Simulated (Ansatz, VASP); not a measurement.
**MgS: VASP beside Ansatz**

File INCAR:

```
SYSTEM = MgS
PREC = Accurate
ENCUT = 520
EDIFF = 1E-7
ISMEAR = 0
SIGMA = 0.02
LREAL = .FALSE.
LASPH = .TRUE.
NELM = 120
ALGO = Normal
ISIF = 2
LWAVE = .FALSE.
LCHARG = .FALSE.
GGA = PS
IBRION = 2
NSW = 60
EDIFFG = -0.002
GGA_COMPAT = .FALSE.
NELMIN = 4
```

KPOINTS

```
regular mesh
0
G
  6 6 6
  0 0 0
```

File POSCAR:

```
MgS
1.0
    0.0000000000      2.8539585520      2.7840131090
    2.8539585520      0.0000000000      2.7840131090
    2.8539585520      2.8539585520      0.0000000000
Mg S
1 1
Direct
    0.0000000000      0.0000000000      0.0000000000
    0.2500000000      0.2500000000      0.2500000000
```

Input for Ansatz:

```yaml
crystal:
  lattice:
    - [0.0, 2.8539585547, 2.7840131074]
    - [2.8539585547, 0.0, 2.7840131074]
    - [2.8539585547, 2.8539585547, 0.0]
  atoms:
    - { symbol: Mg, position: [0.0, 0.0, 0.0] }
    - { symbol: S, position: [0.25, 0.25, 0.25] }
basis:
  ecutwfc: 420
kpoints:
  mp_grid: { grid: [6, 6, 6] }
hamiltonian:
  xc: pbesol
  pseudopotentials: { kind: paw, azcp: { folder: soft_1 } }
scf:
  occupations: { method: gaussian, width: 0.02 }
output:
  forces: true
  stress: true
  eigenvalues: true
relax:
  adjacent_minimum: "off"
  f_tol: 0.002
  max_steps: 40
```

Change from the starting cell: strained cell.

Alike in both runs: task relaxation of the atoms; functional PBEsol; k mesh 6 × 6 × 6; occupations gaussian, width 0.02 eV; no spin polarisation.

```csv
,VASP,Ansatz
version,VASP 6.6.1,Ansatz 0.2.0
potentials or method,"VASP PAW PBE potentials, release 64 (Mg, S), cutoff 520 eV","scalar-relativistic, plane waves, PAW"
valence electrons in the cell,8,16
```

```tsv
	VASP	Ansatz	Ansatz less VASP
gap on the k mesh at the Fermi level, each at its own relaxed structure (eV)	3.25	3.25	-0.002
```

VASP's potentials were made for PBE, not for PBEsol, and Ansatz warns of the same on its side. VASP's potentials hold 8 valence electrons a cell and Ansatz's 16, so a difference there can come from the potentials and not from the codes. Ansatz's warnings: stress scf threshold loose.

Noted on VASP's run: the relaxation stopped at its first step, so nothing moved.
